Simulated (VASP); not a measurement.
Here is a VASP 6.6.1 calculation.

Contents of INCAR:

```
SYSTEM = W4N
PREC = Accurate
ENCUT = 520
EDIFF = 1E-6
ISMEAR = 0
SIGMA = 0.1
LREAL = .FALSE.
LASPH = .TRUE.
NELM = 120
ALGO = Normal
ISIF = 2
LWAVE = .FALSE.
LCHARG = .FALSE.
LDIPOL = .TRUE.
IDIPOL = 3
DIPOL = 0.5 0.5 0.338
NBANDS = 38
GGA_COMPAT = .FALSE.
NELMDL = -8
```

KPOINTS

```
Automatic mesh
0
G
  9 7 1
  0 0 0
```

File POSCAR:

```
W4N
1.0
    2.8093052383      0.0000000000      0.0000000000
    0.0000000000      3.9729575688      0.0000000000
    0.0000000000      0.0000000000     19.4074369602
W N
4 1
Direct
    0.5000000000      0.5000000000      0.2061065564
    0.0000000000      0.0000000000      0.2784835849
    0.5000000000      0.5000000000      0.3501454747
    0.0000000000      0.0000000000      0.4074436504
    0.5000000000      0.2500000000      0.4465089083
```

Potentials or basis: VASP PAW LDA potentials, release 64 (W_sv, N).

Run with:

```sh
$ cat potpaw_LDA.64/W_sv/POTCAR potpaw_LDA.64/N/POTCAR > POTCAR
$ mpirun -np 1 vasp_std > vasp.out
```

(1) Predict the largest force.

Results:

(1) 3.635 eV/Å.
